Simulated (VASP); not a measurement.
# MnSb (P6_3/mmc) in VASP: further runs

Runs on MnSb. Level: PBE. Tasks: single point.

All numbers are computed with VASP 6.6.1; they aren't measurements. Logs are shortened: lines on timing, memory, paths and dates and some standing lists are left out, and cuts for length are marked.

### 1 The cell of the first run

The structure is hexagonal, space group P6_3/mmc (No. 194). The conventional cell has a = 4.150 Å, b = 4.150 Å, c = 5.780 Å, α = 90.00°, β = 90.00°, γ = 120.00°. Sb (site symmetry -6m2) has 6 Mn at 2.80 Å and 6 Sb at 3.75 Å within 3.8 Å. Within 3.7 Å of Mn (site symmetry -3m) lie 6 Sb at 2.80 Å and 2 Mn at 2.89 Å.

### 2 Single point, PBE, collinear spin, ferromagnetic start

File INCAR:

```
PREC = Accurate
ENCUT = 520
EDIFF = 1E-6
ISMEAR = -1
SIGMA = 0.05
LREAL = F
LASPH = T
NELM = 150
ALGO = Normal
ISIF = 2
LWAVE = F
LCHARG = F
ISPIN = 2
MAGMOM = 0 0 3 3
LORBIT = 11
NUPDOWN = 6.0
LMAXMIX = 4
GGA = PE
NBANDS = 30
```

File KPOINTS:

```
regular mesh
0
Gamma
  6 6 4
```

File POSCAR:

```
MnSb
1.0
    4.1500000000      0.0000000000      0.0000000000
   -2.0750000000      3.5940054257      0.0000000000
    0.0000000000      0.0000000000      5.7800000000
Sb Mn
2 2
Direct
    0.6666666667      0.3333333333      0.7500000000
    0.3333333333      0.6666666667      0.2500000000
    0.0000000000      0.0000000000      0.5000000000
    0.0000000000      0.0000000000      0.0000000000
```

Potentials or basis: VASP PAW PBE potentials, release 64 (Sb, Mn_pv).

Command:

```sh
$ cat potpaw_PBE.64/Sb/POTCAR potpaw_PBE.64/Mn_pv/POTCAR > POTCAR
$ mpirun -np 1 vasp_std > vasp.out
```

OUTCAR:

```text
PREC = Accurate
   ENCUT = 520
   EDIFF = 1E-6
   ISMEAR = -1
   LREAL = F
   LASPH = T
   NELM = 150
   ISIF = 2
   ISPIN = 2
   LORBIT = 11
   NUPDOWN = 6.0
   GGA = PE

 ion  position               nearest neighbor table
   1  0.667  0.333  0.750-   3 2.80   4 2.80   3 2.80   4 2.80   3 2.80   4 2.80   2 3.75   2 3.75
                             2 3.75   2 3.75   2 3.75   2 3.75
   2  0.333  0.667  0.250-   3 2.80   4 2.80   3 2.80   4 2.80   3 2.80   4 2.80   1 3.75   1 3.75
                             1 3.75   1 3.75   1 3.75   1 3.75
   3  0.000  0.000  0.500-   1 2.80   2 2.80   2 2.80   1 2.80   1 2.80   2 2.80   4 2.89   4 2.89

   4  0.000  0.000  0.000-   1 2.80   2 2.80   2 2.80   1 2.80   1 2.80   2 2.80   3 2.89   3 2.89

  LATTYP: Found a hexagonal cell.
 ALAT       =     4.1500000000
 C/A-ratio  =     1.3927710843

  Lattice vectors:

 A1 = (   4.1500000000,   0.0000000000,   0.0000000000)
 A2 = (  -2.0750000000,   3.5940054257,   0.0000000000)
 A3 = (   0.0000000000,   0.0000000000,   5.7800000000)

Analysis of symmetry for initial positions (statically):
=====================================================================
 Subroutine PRICEL returns:
 Original cell was already a primitive cell.

 Routine SETGRP: Setting up the symmetry group for a
 hexagonal supercell.

 Subroutine GETGRP returns: Found 24 space group operations
 (whereof 12 operations were pure point group operations)
 out of a pool of 24 trial point group operations.

The static configuration has the point symmetry D_3d.
 The point group associated with its full space group is D_6h.

Analysis of symmetry for dynamics (positions and initial velocities):
=====================================================================
 Subroutine PRICEL returns:
 Original cell was already a primitive cell.

 Routine SETGRP: Setting up the symmetry group for a
 hexagonal supercell.

 Subroutine GETGRP returns: Found 24 space group operations
 (whereof 12 operations were pure point group operations)
 out of a pool of 24 trial point group operations.

The dynamic configuration has the point symmetry D_3d.
 The point group associated with its full space group is D_6h.

Analysis of structural, dynamic, and magnetic symmetry:
=====================================================================
 Subroutine PRICEL returns:
 Original cell was already a primitive cell.

 Routine SETGRP: Setting up the symmetry group for a
 hexagonal supercell.

 Subroutine GETGRP returns: Found 24 space group operations
 (whereof 12 operations were pure point group operations)
 out of a pool of 24 trial point group operations.

The overall configuration has the point symmetry D_3d.
 The point group associated with its full space group is D_6h.

 Subroutine INISYM returns: Found 24 space group operations
 (whereof 12 operations are pure point group operations),
 and found     1 'primitive' translations

----------------------------------------------------------------------------------------

                                     Primitive cell

  volume of cell :      86.2094

  direct lattice vectors                    reciprocal lattice vectors
     4.150000000  0.000000000  0.000000000     0.240963855  0.139120547  0.000000000
    -2.075000000  3.594005426  0.000000000     0.000000000  0.278241094  0.000000000
     0.000000000  0.000000000  5.780000000     0.000000000  0.000000000  0.173010381

  length of vectors
     4.150000000  4.150000000  5.780000000     0.278241094  0.278241094  0.173010381

  position of ions in fractional coordinates (direct lattice)
     0.666666667  0.333333333  0.750000000
     0.333333333  0.666666667  0.250000000
     0.000000000  0.000000000  0.500000000
     0.000000000  0.000000000  0.000000000

  ion indices of the primitive-cell ions
   primitive index   ion index
                 1           1
                 2           2
                 3           3
                 4           4

----------------------------------------------------------------------------------------

 KPOINTS: regular mesh

Automatic generation of k-mesh.
 Grid dimensions read from file:
 generate k-points for:    6    6    4

 Generating k-lattice:

  Cartesian coordinates                     Fractional coordinates (reciprocal lattice)
     0.040160643  0.023186758  0.000000000     0.166666667  0.000000000  0.000000000
     0.000000000  0.046373516  0.000000000     0.000000000  0.166666667  0.000000000
     0.000000000  0.000000000  0.043252595     0.000000000  0.000000000  0.250000000

  Length of vectors
     0.046373516  0.046373516  0.043252595

  Shift w.r.t. Gamma in fractional coordinates (k-lattice)
     0.000000000  0.000000000  0.000000000

 Subroutine IBZKPT returns following result:
 ===========================================

 Found     21 irreducible k-points:

 Following reciprocal coordinates:
            Coordinates               Weight
  0.000000  0.000000  0.000000      1.000000
  0.166667  0.000000  0.000000      6.000000
  0.333333  0.000000  0.000000      6.000000
  0.500000  0.000000  0.000000      3.000000
  0.166667  0.166667  0.000000      6.000000
  0.333333  0.166667  0.000000     12.000000
[... 13 lines left out ...]
  0.333333  0.166667  0.500000     12.000000
  0.333333  0.333333  0.500000      2.000000
   k-points           NKPTS =     21   k-points in BZ     NKDIM =     21   number of bands    NBANDS=     30
   number of dos      NEDOS =    301   number of ions     NIONS =      4
   total plane-waves  NPLWV =  49152
   dimension x,y,z NGX =    32 NGY =   32 NGZ =   48
   dimension x,y,z NGXF=    64 NGYF=   64 NGZF=   96
   ions per type =               2   2
   NGX,Y,Z   is equivalent  to a cutoff of  12.82, 12.82, 13.81 a.u.
   NGXF,Y,Z  is equivalent  to a cutoff of  25.64, 25.64, 27.61 a.u.
 SYSTEM =  unknown system
   PREC   = accura    normal or accurate (medium, high low for compatibility)
   ISTART =      0    job   : 0-new  1-cont  2-samecut
   ICHARG =      2    charge: 1-file 2-atom 10-const
   ISPIN  =      2    spin polarized calculation?
   LNONCOLLINEAR =      F non collinear calculations
   LSORBIT =      F    spin-orbit coupling
   LASPH  =      T    aspherical Exc in radial PAW
   ENCUT  =  520.0 eV  38.22 Ry    6.18 a.u.   7.72  7.72 10.75*2*pi/ulx,y,z
   NELM   =    150;   NELMIN=  2; NELMDL= -5     # of ELM steps
   EDIFF  = 0.1E-05   stopping-criterion for ELM
   LREAL  =      F    real-space projection
[... 7 lines left out ...]
   TEBEG  =    0.0;   TEEND  =   0.0 temperature during run
   PSTRESS=    0.0 pullay stress
   NELECT =      36.0000    total number of electrons
   NUPDOWN=       6.0000    fix difference up-down
   EMIN   =  10.00;   EMAX   =-10.00  energy-range for DOS
   EFERMI =   0.00;   METHOD = LEGACY
   ISMEAR =    -1;   SIGMA  =   0.05  broadening in eV -4-tet -1-fermi 0-gaus
   EFERMI_NEDOS =   21; number of points for ismear=-14 and -15
   IALGO  =     38    algorithm
   IMIX   =      4    mixing-type and parameters
     AMIX     =   0.40;   BMIX     =  1.00
     AMIX_MAG =   1.60;   BMIX_MAG =  1.00
  volume/ion in A,a.u.               =      21.55       145.44
  Fermi-wavevector in a.u.,A,eV,Ry     =   1.223651  2.312364 20.372288  1.497321
  Thomas-Fermi vector in A             =   2.358754
   LORBIT       =     11    0 simple, 1 ext, 2 COOP (PROOUT), +10 PAW based schemes
   GGA     = PE    functional components
   LHFCALC =     F    Hartree Fock is set to
   AEXX    =    0.0000 exact exchange contribution
   IVDW    =     0    specifies the selected vdW correction
   LEPSILON=     F    determine dielectric tensor
   LRPA    =     F    only Hartree local field effects (RPA)
 spin polarized calculation
  energy-cutoff  :      520.00
  volume of cell :       86.21
 maximum number of plane-waves:      2350
 NGX is ok and might be reduce to    32
   NGX = 15   NGY = 15   NGZ = 21

 number of electron      36.0000010 magnetization       6.0000004

 Free energy of the ion-electron system (eV)
  ---------------------------------------------------
  ext. energy  EPLUGINS =         0.00000000
  ---------------------------------------------------
  free energy    TOTEN  =       -26.23400614 eV

  energy without entropy =      -26.20491784  energy(sigma->0) =      -26.21946199

 E-fermi :   7.9017     XC(G=0): -10.6128

 val. band max:        7.9010629675   @ k =   0.1667   0.0000   0.2500
 cond. band min:       7.4137299548   @ k =   0.1667   0.0000   0.0000
 fundamental gap:     -0.4873330127
 Fermi energy:         7.4123786594

 spin component 1

 k-point     1 :       0.0000    0.0000    0.0000
  band No.  band energies     occupation
      1     -42.1134      1.00000
      2     -42.1134      1.00000
      3     -42.1059      1.00000
      4     -42.1059      1.00000
      5     -41.8429      1.00000
      6     -41.7632      1.00000
[... 682 lines left out ...]
     29      15.4184      0.00000
     30      15.4184      0.00000
 Fermi energy:         7.9016517709

 spin component 2

 k-point     1 :       0.0000    0.0000    0.0000
  band No.  band energies     occupation
      1     -38.7384      1.00000
      2     -38.7384      1.00000
      3     -38.7293      1.00000
      4     -38.7293      1.00000
      5     -38.6678      1.00000
      6     -38.5740      1.00000
[... 682 lines left out ...]
     29      15.7978      0.00000
     30      15.7978      0.00000

------------------------ aborting loop because EDIFF is reached ----------------------------------------

  FORCE on cell =-STRESS in cart. coord.  units (eV):
  Direction    XX          YY          ZZ          XY          YZ          ZX
  --------------------------------------------------------------------------------------
  -------------------------------------------------------------------------------------
  Total       -3.0414316     -3.0414316     -3.3387142      0.0000000      0.0000000      0.0000000
  in kB      -56.5241421    -56.5241421    -62.0490534      0.0000000      0.0000000      0.0000000
  external PRESSURE =     -58.3657792 kB  Pullay stress =       0.0000000 kB

 VOLUME and BASIS-vectors are now :
 -----------------------------------------------------------------------------
  energy-cutoff  :      520.00
  volume of cell :       86.21
      direct lattice vectors                 reciprocal lattice vectors
     4.150000000  0.000000000  0.000000000     0.240963855  0.139120547  0.000000000
    -2.075000000  3.594005426  0.000000000     0.000000000  0.278241094  0.000000000
     0.000000000  0.000000000  5.780000000     0.000000000  0.000000000  0.173010381

 POSITION                                       TOTAL-FORCE (eV/Angst)
 -----------------------------------------------------------------------------------
      2.07500      1.19800      4.33500         0.000000     -0.000000      0.000000
     -0.00000      2.39600      1.44500        -0.000000      0.000000      0.000000
      0.00000      0.00000      2.89000        -0.000000      0.000000      0.000000
      0.00000      0.00000      0.00000        -0.000000      0.000000      0.000000
 -----------------------------------------------------------------------------------
    total drift:                               -0.000000      0.000000      0.000000

  FREE ENERGIE OF THE ION-ELECTRON SYSTEM (eV)
  ---------------------------------------------------
  free  energy   TOTEN  =       -26.2340061384 eV

  energy  without entropy=      -26.2049178358  energy(sigma->0) =      -26.21946199

 total charge

# of ion       s       p       d       tot
------------------------------------------
    1        1.135   1.252   0.043   2.430
    2        1.135   1.252   0.043   2.430
    3        0.270   6.200   5.058  11.528
    4        0.270   6.200   5.058  11.528
--------------------------------------------------
tot          2.810  14.904  10.203  27.917

 magnetization (x)

# of ion       s       p       d       tot
------------------------------------------
    1        0.002  -0.163   0.003  -0.158
    2        0.002  -0.163   0.003  -0.158
    3        0.033   0.018   3.095   3.146
    4        0.033   0.018   3.095   3.146
--------------------------------------------------
tot          0.070  -0.289   6.196   5.977
```

Run time: 52 s. Hardware: 1 thread of Intel Xeon 6975P-C (Granite Rapids), shared host; peak memory 0.29 GiB.

What came out:

```yaml
Free_energy: -26.2340 eV
Pressure: -5.8 GPa
Net_moment: 6.00 μB per cell
Site_moments: Sb -0.16; Mn +3.15 μB
Valence_electrons_inside_the_program's_atomic_spheres: Sb 2.43; Mn 11.53
```

Stress tensor (GPa, compression positive):
```
-5.65  0.00  0.00
 0.00 -5.65  0.00
 0.00  0.00 -6.20
```

Caveat: the cell stands under tension; spin-orbit coupling is left out, which moves the levels of the heavy elements; the total moment is fixed, so each spin has its own Fermi level; only a ferromagnetic start was run, and an antiferromagnetic order may lie lower in energy.

### 3 Single point, PBE, collinear spin, ferromagnetic start

File INCAR:

```
ALGO = Normal ; EDIFF = 1E-6
ENCUT = 520 ; GGA = PE
ISIF = 2 ; ISMEAR = -1
ISPIN = 2 ; LASPH = True
LCHARG = False ; LMAXMIX = 4
LORBIT = 11 ; LREAL = False
LWAVE = False ; MAGMOM = 0 0 4 4
NBANDS = 30 ; NELM = 150
NUPDOWN = 8.0 ; PREC = Accurate
SIGMA = 0.05
```

File KPOINTS:

```
k-points
0
Gamma
  6 6 4
```

POSCAR is that of step 2.

Potentials or basis: VASP PAW PBE potentials, release 64 (Sb, Mn_pv).

Command:

```sh
$ cat potpaw_PBE.64/Sb/POTCAR potpaw_PBE.64/Mn_pv/POTCAR > POTCAR
$ mpirun -np 1 vasp_std > vasp.out
```

Run time: 56 s. Hardware: 1 thread of Intel Xeon 6975P-C (Granite Rapids), shared host; peak memory 0.29 GiB.

The run converged. Its results:

| Item | Value |
| --- | --- |
| Free energy | -25.9652 eV |
| Pressure | 1.9 GPa |
| Net moment | 8.00 μB per cell |
| Site moments | Sb -0.04; Mn +3.78 μB |
| Valence electrons inside the program's atomic spheres | Sb 2.47; Mn 11.48 |

Stress tensor (GPa, compression positive):
```
1.74 0.00 0.00
0.00 1.74 0.00
0.00 0.00 2.15
```

Caveat: spin-orbit coupling is left out, which moves the levels of the heavy elements; the total moment is fixed, so each spin has its own Fermi level; only a ferromagnetic start was run, and an antiferromagnetic order may lie lower in energy.

### 4 Single point, PBE, collinear spin, ferromagnetic start

File INCAR:

```
SYSTEM = MnSb
ALGO = Normal
EDIFF = 1E-6
ENCUT = 520
GGA = PE
ISIF = 2
ISMEAR = -1
ISPIN = 2
LASPH = .True.
LCHARG = .False.
LMAXMIX = 4
LORBIT = 11
LREAL = .False.
LWAVE = .False.
MAGMOM = 0 0 5 5
NBANDS = 30
NELM = 150
NUPDOWN = 10.0
PREC = Accurate
SIGMA = 0.05
```

File KPOINTS:

```
k-points
0
Gamma
  6 6 4
  0 0 0
```

POSCAR is that of step 3.

Command:

```sh
$ cat potpaw_PBE.64/Sb/POTCAR potpaw_PBE.64/Mn_pv/POTCAR > POTCAR
$ mpirun -np 1 vasp_std > vasp.out
```

Run time: 54 s. Hardware: 1 thread of Intel Xeon 6975P-C (Granite Rapids), shared host; peak memory 0.29 GiB.

It converged, with:

```yaml
Free_energy: -24.0352 eV
Pressure: 10.6 GPa
Net_moment: 10.00 μB per cell
Site_moments: Sb +0.21; Mn +4.17 μB
Valence_electrons_inside_the_program's_atomic_spheres: Sb 2.50; Mn 11.46
```

Stress tensor (GPa, compression positive):
```
11.01  0.00  0.00
 0.00 11.01  0.00
 0.00  0.00  9.78
```

Caveat: the cell stands under pressure; spin-orbit coupling is left out, which moves the levels of the heavy elements; the total moment is fixed, so each spin has its own Fermi level; only a ferromagnetic start was run, and an antiferromagnetic order may lie lower in energy.

### 5 Single point, PBE, collinear spin, ferromagnetic start

File INCAR:

```
SYSTEM = MnSb
  PREC = Accurate
  ENCUT = 520
  EDIFF = 1E-7
  ISMEAR = -1
  SIGMA = 0.05
  LREAL = .FALSE.
  LASPH = .TRUE.
  NELM = 150
  ALGO = Normal
  ISIF = 2
  LWAVE = .FALSE.
  LCHARG = .FALSE.
  ISPIN = 2
  MAGMOM = 0 0 6 6
  LORBIT = 11
  NUPDOWN = 12.0
  LMAXMIX = 4
  GGA = PE
  NBANDS = 30
```

File KPOINTS:

```
regular mesh
0
G
  6 6 4
  0 0 0
```

POSCAR is that of step 4.

Command:

```sh
$ cat potpaw_PBE.64/Sb/POTCAR potpaw_PBE.64/Mn_pv/POTCAR > POTCAR
$ mpirun -np 1 vasp_std > vasp.out
```

Wall time 66 s (1 thread of Intel Xeon 6975P-C (Granite Rapids), shared host); peak memory 0.29 GiB.

It converged, with:

```yaml
Free_energy: -20.8577 eV
Pressure: 20.4 GPa
Net_moment: 12.00 μB per cell
Site_moments: Sb +0.50; Mn +4.45 μB
Valence_electrons_inside_the_program's_atomic_spheres: Sb 2.54; Mn 11.44
```

Stress tensor (GPa, compression positive):
```
19.95  0.00  0.00
 0.00 19.95  0.00
 0.00  0.00 21.41
```

Caveat: the cell stands under pressure; spin-orbit coupling is left out, which moves the levels of the heavy elements; the total moment is fixed, so each spin has its own Fermi level; only a ferromagnetic start was run, and an antiferromagnetic order may lie lower in energy.

### 6 Single point, PBE, collinear spin, ferromagnetic start

File INCAR:

```
PREC = Accurate ; ENCUT = 520
EDIFF = 1E-6 ; ISMEAR = -1
SIGMA = 0.05 ; LREAL = F
LASPH = T ; NELM = 150
ALGO = Normal ; ISIF = 2
LWAVE = F ; LCHARG = F
ISPIN = 2 ; MAGMOM = 0 0 8 8
LORBIT = 11 ; NUPDOWN = 16.0
LMAXMIX = 4 ; GGA = PE
NBANDS = 30
```

File KPOINTS:

```
Automatic mesh
0
Gamma
  6 6 4
```

POSCAR is that of step 5.

Potentials or basis: VASP PAW PBE potentials, release 64 (Sb, Mn_pv).

Command:

```sh
$ cat potpaw_PBE.64/Sb/POTCAR potpaw_PBE.64/Mn_pv/POTCAR > POTCAR
$ mpirun -np 1 vasp_std > vasp.out
```

Run time: 3.1 min. Hardware: 1 thread of Intel Xeon 8259CL, shared host; peak memory 0.29 GiB.

It converged, with:

```yaml
Free_energy: -9.9879 eV
Pressure: 43.0 GPa
Net_moment: 16.00 μB per cell
Site_moments: Sb +0.95; Mn +4.98 μB
Valence_electrons_inside_the_program's_atomic_spheres: Sb 2.51; Mn 11.44
```

Stress tensor (GPa, compression positive):
```
42.75  0.00  0.00
 0.00 42.75  0.00
 0.00  0.00 43.45
```

Caveat: the cell stands under pressure; spin-orbit coupling is left out, which moves the levels of the heavy elements; the total moment is fixed, so each spin has its own Fermi level; only a ferromagnetic start was run, and an antiferromagnetic order may lie lower in energy.

### 7 Summary

| fixed moment (μB) | pressure (GPa) | moment (μB) |
| --- | --- | --- |
| 6.0 | -5.8 | 6.00 |
| 8.0 | 1.9 | 8.00 |
| 10.0 | 10.6 | 10.00 |
| 12.0 | 20.4 | 12.00 |
| 16.0 | 43.0 | 16.00 |

Alike in all rows: task single point; level PBE; potentials or basis VASP PAW PBE potentials, release 64 (Sb, Mn_pv); spin collinear, ferromagnetic start; cell as given; k mesh 6 × 6 × 4; cutoff (eV) 520; smearing fermi-dirac 0.05 eV.

Caveats: spin-orbit coupling is left out, which moves the levels of the heavy elements; the total moment is fixed, so each spin has its own Fermi level; only a ferromagnetic start was run, and an antiferromagnetic order may lie lower in energy; the cell stands under pressure (at least some runs); the cell stands under tension (at least some runs).

Absolute energies hang on the potentials; compare differences alone.
